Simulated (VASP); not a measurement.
A run of VASP 6.6.1 is set up as follows.

The input INCAR:

```
ALGO = Normal ; EDIFF = 1E-6
ENCUT = 520 ; ISIF = 2
ISMEAR = -1 ; LASPH = T
LCHARG = T ; LELF = T
LREAL = F ; LVHAR = T
LWAVE = F ; NBANDS = 20
NELM = 60 ; PREC = Accurate
SIGMA = 0.08
```

The input KPOINTS:

```
k-points
0
Gamma
  13 13 13
```

The input POSCAR:

```
WS2
1.0
    1.5790003843      0.9116362969      6.2249633000
   -1.5790003843      0.9116362969      6.2249633000
    0.0000000000     -1.8232725938      6.2249633000
W S
1 2
Direct
    0.0000000000      0.0000000000      0.0000000000
    0.7503000000      0.7503000000      0.7503000000
    0.5810000000      0.5810000000      0.5810000000
```

Potentials or basis: VASP PAW LDA potentials, release 64 (W_sv, S).

Run with:

```sh
$ cat potpaw_LDA.64/W_sv/POTCAR potpaw_LDA.64/S/POTCAR > POTCAR
$ mpirun -np 1 vasp_std > vasp.out
```

(1) What does it give for the band gap on the k mesh?

(2) Estimate the largest force.

(3) Estimate the pressure.

Results:

(1) 1.04 eV (least direct gap 2.13 eV).

(2) 0.810 eV/Å.

(3) -5.0 GPa.

Caveat: the cell differs from its parent crystal (zz strain of +1 %); the cell stands under tension; spin-orbit coupling is left out, which moves the levels of the heavy elements.
